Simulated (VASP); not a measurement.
Runs of VASP 6.6.1 on HfO2. It takes space group P4_2/nmc (No. 137, tetragonal). The conventional cell has a = 3.558 Å, b = 3.558 Å, c = 5.172 Å, α = 90.00°, β = 90.00°, γ = 90.00°. Hf (site symmetry -4m2) has 8 O at 2.05 to 2.37 Å within 2.7 Å. Within 2.7 Å of O (site symmetry 2mm) lie 4 Hf at 2.05 to 2.37 Å and 6 O at 2.57 to 2.59 Å. 

| k mesh | gap on the mesh (eV) | pressure (GPa) | largest force (eV/Å) |
| --- | --- | --- | --- |
| 6 × 6 × 4 | 4.76 | 6.3 | 0.10 |
| 6 × 6 × 6 | 4.76 | 6.3 | 0.10 |
| 2 × 2 × 2 | 4.69 | (a) | 0.05 |
| 4 × 4 × 2 | 4.75 | 6.4 | 0.08 |
| 8 × 8 × 6 | 4.76 | 6.3 | 0.10 |
| 4 × 4 × 4 | 4.76 | 6.3 | 0.10 |

Alike in all rows: task single point; level PBE; potentials or basis VASP PAW PBE potentials, release 64 (Hf_pv, O); no spin polarisation; cell as given; cutoff (eV) 600; smearing gaussian 0.01 eV.

**Question.** Fill in the values left out.

**Answer.** (a) 7.5.

Caveats: some runs use coarse meshes; spin-orbit coupling is left out, which moves the levels of the heavy elements; the cell stands under pressure (at least some runs).

A k mesh can miss the band edges, and the runs leave out spin-orbit coupling on Hf.
